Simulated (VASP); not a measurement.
Fe, 3 atoms in the cell. The structure is hexagonal, space group P6/mmm (No. 191). Conventional cell: a = 3.959 Å, b = 3.959 Å, c = 2.488 Å, α = 90.00°, β = 90.00°, γ = 120.00°. Within 3.3 Å of Fe (site symmetry 6/mmm) lie 14 Fe at 2.49 to 2.60 Å. Fe (site symmetry -6m2) has 11 Fe at 2.29 to 2.60 Å within 3.0 Å. This isn't the form of Fe at room conditions, which is bcc.

```yaml
Program: VASP 6.6.1
Task: single point
Functional: PBE
Potentials_or_basis: VASP PAW PBE potentials, release 64 (Fe)
Cutoff: 520 eV
k_mesh: 12 × 12 × 17
Occupations: fermi-dirac, width 0.1 eV
Spin: no spin polarisation
Dipole_correction: no
Further_INCAR_settings: ALGO = Normal; EDIFF = 1e-07; NBANDS = 19
```

Potentials or basis: VASP PAW PBE potentials, release 64 (Fe).

Command:

```bash
$ cat potpaw_PBE.64/Fe/POTCAR > POTCAR
$ mpirun -np 1 vasp_std > vasp.out
```

Hardware: 1 thread of Intel(R) Xeon(R) 6975P-C (Granite Rapids), with other jobs on the host.

**Question.** How long does it take, and how much memory?

**Answer.** It took 60 s on 1 thread of Intel(R) Xeon(R) 6975P-C (Granite Rapids) (shared host), peak memory 0.21 GiB. Counts: scf iterations 18, k points 171.
